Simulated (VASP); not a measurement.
HfN, 4 atoms in the cell. It takes space group P6_3/mmc (No. 194, hexagonal). Conventional cell: a = 3.189 Å, b = 3.189 Å, c = 5.511 Å, α = 90.00°, β = 90.00°, γ = 120.00°. Within 3.0 Å of Hf (site symmetry -6m2) lie 6 N at 2.30 Å. Within 3.0 Å of N (site symmetry -3m) lie 6 Hf at 2.30 Å and 2 N at 2.76 Å. 

```yaml
Program: VASP 6.6.1
Task: single point
Functional: LDA
Potentials_or_basis: VASP PAW LDA potentials, release 64 (Hf_pv, N)
Cutoff: 520 eV
k_mesh: 8 × 8 × 4
Occupations: methfessel-paxton, width 0.1 eV
Spin: no spin polarisation
Dipole_correction: no
Further_INCAR_settings: ALGO = Normal; EDIFF = 1e-07; NBANDS = 23
```

Potentials or basis: VASP PAW LDA potentials, release 64 (Hf_pv, N).

Command:

```sh
$ cat potpaw_LDA.64/Hf_pv/POTCAR potpaw_LDA.64/N/POTCAR > POTCAR
$ mpirun -np 1 vasp_std > vasp.out
```

Hardware: 1 thread of AMD EPYC 9R45 96-Core Processor (Zen 5), on a shared host.

Task: How long does it take, and how much memory?

Result: Wall time 16 s on 1 thread of AMD EPYC 9R45 96-Core Processor (Zen 5), with other jobs on the host, peak memory 0.13 GiB. Counts: scf iterations 14, k points 30.
